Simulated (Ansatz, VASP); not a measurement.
# HfTi2Si2: VASP beside Ansatz

INCAR

```
SYSTEM = HfTi2Si2
PREC = Accurate
ENCUT = 520
EDIFF = 1E-6
ISMEAR = 0
SIGMA = 0.1
LREAL = .FALSE.
LASPH = .TRUE.
NELM = 60
ALGO = Normal
ISIF = 2
LWAVE = .FALSE.
LCHARG = .FALSE.
GGA = PE
NBANDS = 29
```

The input KPOINTS:

```
regular mesh
0
G
  6 6 4
  0 0 0
```

The input POSCAR:

```
HfTi2Si2
1.0
    3.6307641200      0.0000000000      0.0000000000
   -1.8153820600      3.1443339600      0.0000000000
    0.0000000000      0.0000000000      6.0262738400
Hf Ti Si
1 2 2
Direct
    0.0000000000      0.0000000000      0.0000000000
    0.6666666700      0.3333333300      0.3910000000
    0.3333333300      0.6666666700      0.6090000000
    0.3333333300      0.6666666700      0.2490000000
    0.6666666700      0.3333333300      0.7510000000
```

Input for Ansatz:

```yaml
crystal:
  lattice:
    - [3.63076412, 0.0, 0.0]
    - [-1.81538206, 3.14433396, 0.0]
    - [0.0, 0.0, 6.02627384]
  atoms:
    - { symbol: Hf, position: [0.0, 0.0, 0.0] }
    - { symbol: Ti, position: [0.66666667, 0.33333333, 0.391] }
    - { symbol: Ti, position: [0.33333333, 0.66666667, 0.609] }
    - { symbol: Si, position: [0.33333333, 0.66666667, 0.249] }
    - { symbol: Si, position: [0.66666667, 0.33333333, 0.751] }
basis:
  ecutwfc: 420
kpoints:
  mp_grid: { grid: [6, 6, 4] }
hamiltonian:
  xc: pbe
scf:
  occupations: { method: gaussian, width: 0.1 }
  lower_state_search: "off"
output:
  forces: true
  stress: true
  eigenvalues: true
```

Change from the starting cell: species swapped into the Li2MnO2 type (P-3m1, No. 164).

Alike in both runs: task single point; functional PBE; k mesh 6 × 6 × 4; occupations gaussian, width 0.1 eV; no spin polarisation.

|  | VASP | Ansatz |
| --- | --- | --- |
| version | VASP 6.6.1 | Ansatz 0.2.0 |
| potentials or method | VASP PAW PBE potentials, release 64 (Hf_pv, Ti_sv, Si), cutoff 520 eV | scalar-relativistic, plane waves, PAW |
| valence electrons in the cell | 42 | 58 |

|  | VASP | Ansatz | Ansatz less VASP |
| --- | --- | --- | --- |
| gap on the k mesh at the Fermi level (eV) | none | none | - |
| rms of the force components (eV/Å) | 3.037 | 3.054 | +0.0170 |

Atom by atom the forces differ by 0.017 eV/Å (rms over components). A gap of «none» marks a metal or a gap that the smearing closes. VASP's potentials hold 42 valence electrons a cell and Ansatz's 58, so a difference there can come from the potentials and not from the codes.

Spin-orbit coupling is off throughout.
